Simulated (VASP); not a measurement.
**Ag: single point with PBE**

The system is Ag.

```
Ag
1.0
    -2.46415    2.46415    1.30133
     2.46415   -2.46415    1.30133
     2.46415    2.46415   -1.30133
Ag
2
Direct
  0.62500 0.87500 0.75000
  0.37500 0.12500 0.25000
```

- Program: VASP 6.6.1
- Task: single point
- Functional: PBE
- Potentials or basis: VASP PAW PBE potentials, release 64 (Ag)
- Cutoff: 520 eV
- k mesh: 15 × 15 × 15
- Occupations: fermi-dirac, width 0.1 eV
- Spin: no spin polarisation

```
Pressure               : 30.5 GPa
Band gap on the k mesh : zero (bands 11 and 12 overlap by 6.09 eV)
```

Levels at points of the mesh, in eV from the Fermi level:
| k point | band 8 | band 9 | band 10 | band 11 | band 12 | band 13 | band 14 | band 15 |
| --- | --- | --- | --- | --- | --- | --- | --- | --- |
| (0.00, 0.00, 0.00) | -3.78 | -3.78 | -2.90 | -2.11 | 4.49 | 4.49 | 10.91 | 11.48 |

Wall time 2.6 min on 1 thread of Intel Xeon 8259CL, on a shared host, peak memory 0.26 GiB.

Caveat: the cell stands under pressure.
